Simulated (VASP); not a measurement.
# TiAl (P-6m2) in VASP: a series of runs

Runs on TiAl. Level: PBEsol. Tasks: single point.

Everything below comes from runs of VASP 6.6.1. Logs are shortened: lines on timing, memory, paths and dates and some standing lists are left out, and cuts for length are marked.

**1. The cell of the first run**

It takes space group P-6m2 (No. 187, hexagonal). Conventional cell: a = 2.769 Å, b = 2.769 Å, c = 4.493 Å, α = 90.00°, β = 90.00°, γ = 120.00°. Within 3.6 Å of Ti (site symmetry -6m2) lie 6 Al at 2.76 Å and 6 Ti at 2.77 Å. Within 3.6 Å of Al (site symmetry -6m2) lie 6 Ti at 2.76 Å and 6 Al at 2.77 Å.

**2. Single point, PBEsol, collinear spin, ferromagnetic start**

Contents of INCAR:

```
SYSTEM = TiAl
  PREC = Accurate
  ENCUT = 520
  EDIFF = 1E-6
  ISMEAR = 0
  SIGMA = 0.15
  LREAL = .FALSE.
  LASPH = .TRUE.
  NELM = 150
  ALGO = Normal
  ISIF = 2
  LWAVE = .FALSE.
  LCHARG = .TRUE.
  ISPIN = 2
  MAGMOM = 0.625 0
  LORBIT = 11
  NUPDOWN = 0.625
  LMAXMIX = 4
  GGA = PS
  LELF = .TRUE.
  LVHAR = .TRUE.
  NBANDS = 18
```

Contents of KPOINTS:

```
regular mesh
0
G
  21 21 12
  0 0 0
```

Contents of POSCAR:

```
TiAl
1.0
    2.7694960644      0.0000000000      0.0000000000
   -1.3847480322      2.3984539475      0.0000000000
    0.0000000000      0.0000000000      4.4925796926
Ti Al
1 1
Direct
    0.0000000000      0.0000000000      0.0000000000
    0.3333333333      0.6666666667      0.5000000000
```

Potentials or basis: VASP PAW PBE potentials, release 64 (Ti_sv, Al).

Command:

```
cat potpaw_PBE.64/Ti_sv/POTCAR potpaw_PBE.64/Al/POTCAR > POTCAR
mpirun -np 1 vasp_std > vasp.out
```

OUTCAR:

```text
SYSTEM = TiAl
   PREC = Accurate
   ENCUT = 520
   EDIFF = 1E-6
   ISMEAR = 0
   LREAL = .FALSE.
   LASPH = .TRUE.
   NELM = 150
   ISIF = 2
   ISPIN = 2
   LORBIT = 11
   NUPDOWN = 0.625
   GGA = PS

 ion  position               nearest neighbor table
   1  0.000  0.000  0.000-   2 2.76   2 2.76   2 2.76   2 2.76   2 2.76   2 2.76
   2  0.333  0.667  0.500-   1 2.76   1 2.76   1 2.76   1 2.76   1 2.76   1 2.76

  LATTYP: Found a hexagonal cell.
 ALAT       =     2.7694960644
 C/A-ratio  =     1.6221650395

  Lattice vectors:

 A1 = (   2.7694960644,   0.0000000000,   0.0000000000)
 A2 = (  -1.3847480322,   2.3984539475,   0.0000000000)
 A3 = (   0.0000000000,   0.0000000000,   4.4925796926)

Analysis of symmetry for initial positions (statically):
=====================================================================
 Subroutine PRICEL returns:
 Original cell was already a primitive cell.

 Routine SETGRP: Setting up the symmetry group for a
 hexagonal supercell.

 Subroutine GETGRP returns: Found 12 space group operations
 (whereof 12 operations were pure point group operations)
 out of a pool of 24 trial point group operations.

The static configuration has the point symmetry D_3h.

Analysis of symmetry for dynamics (positions and initial velocities):
=====================================================================
 Subroutine PRICEL returns:
 Original cell was already a primitive cell.

 Routine SETGRP: Setting up the symmetry group for a
 hexagonal supercell.

 Subroutine GETGRP returns: Found 12 space group operations
 (whereof 12 operations were pure point group operations)
 out of a pool of 24 trial point group operations.

The dynamic configuration has the point symmetry D_3h.

Analysis of structural, dynamic, and magnetic symmetry:
=====================================================================
 Subroutine PRICEL returns:
 Original cell was already a primitive cell.

 Routine SETGRP: Setting up the symmetry group for a
 hexagonal supercell.

 Subroutine GETGRP returns: Found 12 space group operations
 (whereof 12 operations were pure point group operations)
 out of a pool of 24 trial point group operations.

The overall configuration has the point symmetry D_3h.

 Subroutine INISYM returns: Found 12 space group operations
 (whereof 12 operations are pure point group operations),
 and found     1 'primitive' translations

----------------------------------------------------------------------------------------

                                     Primitive cell

  volume of cell :      29.8420

[... 111 lines left out ...]
  Thomas-Fermi vector in A             =   2.432775
   LORBIT       =     11    0 simple, 1 ext, 2 COOP (PROOUT), +10 PAW based schemes
   GGA     = PS    functional components
   LHFCALC =     F    Hartree Fock is set to
   AEXX    =    0.0000 exact exchange contribution
   IVDW    =     0    specifies the selected vdW correction
   LEPSILON=     F    determine dielectric tensor
   LRPA    =     F    only Hartree local field effects (RPA)
 spin polarized calculation
 Gauss-broadening in eV      SIGMA  =   0.15
  energy-cutoff  :      520.00
  volume of cell :       29.84
 maximum number of plane-waves:       815
 NGX is ok and might be reduce to    24
   NGX = 11   NGY = 11   NGZ = 17

 number of electron      14.9999995 magnetization       0.6250000

 Free energy of the ion-electron system (eV)
  ---------------------------------------------------
  ext. energy  EPLUGINS =         0.00000000
  ---------------------------------------------------
  free energy    TOTEN  =       -12.83658667 eV

  energy without entropy =      -12.81749155  energy(sigma->0) =      -12.82703911

 E-fermi :   8.8926     XC(G=0): -11.5039

 val. band max:        9.1030589525   @ k =   0.4286   0.1429   0.4167
 cond. band min:       8.8951821581   @ k =   0.3333   0.0476   0.0000
 fundamental gap:     -0.2078767944
 Fermi energy:         9.1081623321

 spin component 1

 k-point     1 :       0.0000    0.0000    0.0000
  band No.  band energies     occupation
      1     -47.2469      1.00000
      2     -23.6860      1.00000
      3     -23.1431      1.00000
      4     -23.1431      1.00000
      5      -0.6031      1.00000
      6       6.3038      1.00000
[... 493 lines left out ...]
     17      24.9914      0.00000
     18      26.3989      0.00000

 [... further k-points ...]

 spin component 2

 k-point     1 :       0.0000    0.0000    0.0000
  band No.  band energies     occupation
      1     -46.9338      1.00000
      2     -23.4028      1.00000
      3     -22.8152      1.00000
      4     -22.8152      1.00000
      5      -0.4216      1.00000
      6       6.7803      1.00000
[... 493 lines left out ...]
     17      25.2057      0.00000
     18      26.6978      0.00000

 [... further k-points ...]

------------------------ aborting loop because EDIFF is reached ----------------------------------------

  FORCE on cell =-STRESS in cart. coord.  units (eV):
  Direction    XX          YY          ZZ          XY          YZ          ZX
  --------------------------------------------------------------------------------------
  -------------------------------------------------------------------------------------
  Total        2.1151884      2.1151884      2.0811247      0.0000000      0.0000000     -0.0000000
  in kB      113.5616540    113.5616540    111.7328192      0.0000000      0.0000000     -0.0000000
  external PRESSURE =     112.9520424 kB  Pullay stress =       0.0000000 kB

 VOLUME and BASIS-vectors are now :
 -----------------------------------------------------------------------------
  energy-cutoff  :      520.00
  volume of cell :       29.84
      direct lattice vectors                 reciprocal lattice vectors
     2.769496064  0.000000000  0.000000000     0.361076520  0.208467626  0.000000000
    -1.384748032  2.398453948  0.000000000     0.000000000  0.416935252  0.000000000
     0.000000000  0.000000000  4.492579693     0.000000000  0.000000000  0.222589262

 POSITION                                       TOTAL-FORCE (eV/Angst)
 -----------------------------------------------------------------------------------
      0.00000      0.00000      0.00000        -0.000000      0.000000      0.000000
     -0.00000      1.59897      2.24629         0.000000      0.000000      0.000000
 -----------------------------------------------------------------------------------
    total drift:                                0.000000     -0.000000      0.000000

  FREE ENERGIE OF THE ION-ELECTRON SYSTEM (eV)
  ---------------------------------------------------
  free  energy   TOTEN  =       -12.8365866743 eV

  energy  without entropy=      -12.8174915458  energy(sigma->0) =      -12.82703911

 total charge

# of ion       s       p       d       tot
------------------------------------------
    1        2.240   6.161   2.000  10.401
    2        0.435   0.417   0.000   0.852
--------------------------------------------------
tot          2.675   6.578   2.000  11.253

 magnetization (x)

# of ion       s       p       d       tot
------------------------------------------
    1        0.007   0.042   0.322   0.371
    2        0.002   0.015   0.000   0.017
--------------------------------------------------
tot          0.009   0.057   0.322   0.388
```

OSZICAR:

```text
N       E                     dE             d eps       ncg     rms          rms(c)
DAV:   1     0.108390019910E+03    0.10839E+03   -0.66627E+03 24210   0.861E+02
DAV:   2    -0.795478171644E+01   -0.11634E+03   -0.11004E+03 24760   0.254E+02
DAV:   3    -0.140386104741E+02   -0.60838E+01   -0.59622E+01 32502   0.565E+01
DAV:   4    -0.141981784992E+02   -0.15957E+00   -0.15904E+00 28868   0.828E+00
DAV:   5    -0.142030223230E+02   -0.48438E-02   -0.48430E-02 29192   0.139E+00    0.107E+01
DAV:   6    -0.130405924364E+02    0.11624E+01   -0.30409E+00 27864   0.226E+01    0.376E+00
DAV:   7    -0.128567525741E+02    0.18384E+00   -0.34377E-01 27928   0.653E+00    0.239E+00
DAV:   8    -0.128380750907E+02    0.18677E-01   -0.11283E-01 29204   0.339E+00    0.836E-01
DAV:   9    -0.128359941937E+02    0.20809E-02   -0.19001E-02 27750   0.179E+00    0.444E-01
DAV:  10    -0.128367003899E+02   -0.70620E-03   -0.15510E-03 27796   0.345E-01    0.170E-01
DAV:  11    -0.128365720637E+02    0.12833E-03   -0.91392E-04 31248   0.323E-01    0.657E-02
DAV:  12    -0.128366078690E+02   -0.35805E-04   -0.12217E-04 28256   0.842E-02    0.422E-02
DAV:  13    -0.128365872528E+02    0.20616E-04   -0.23673E-05 27690   0.565E-02    0.714E-03
DAV:  14    -0.128365866743E+02    0.57853E-06   -0.27200E-06 28732   0.125E-02
   1 F= -.12836587E+02 E0= -.12827039E+02  d E =-.190951E-01  mag=     0.6250
```

It took 1.9 min on 1 thread of Intel Xeon 6975P-C (Granite Rapids), shared host; peak memory 0.38 GiB.

Results:

```
Free energy                                           : -12.8366 eV
Pressure                                              : 11.3 GPa
Net moment                                            : 0.62 μB per cell
Site moments                                          : Ti +0.37; Al +0.02 μB
Valence electrons inside the program's atomic spheres : Ti 10.40; Al 0.85
```

Stress tensor (GPa, compression positive):
```
11.36  0.00  0.00
 0.00 11.36  0.00
 0.00  0.00 11.17
```

Caveat: the PAW data sets were made with another functional, which shifts forces and pressure a little; the total moment is fixed, so each spin has its own Fermi level.

(Continued in part 2 of 2.)
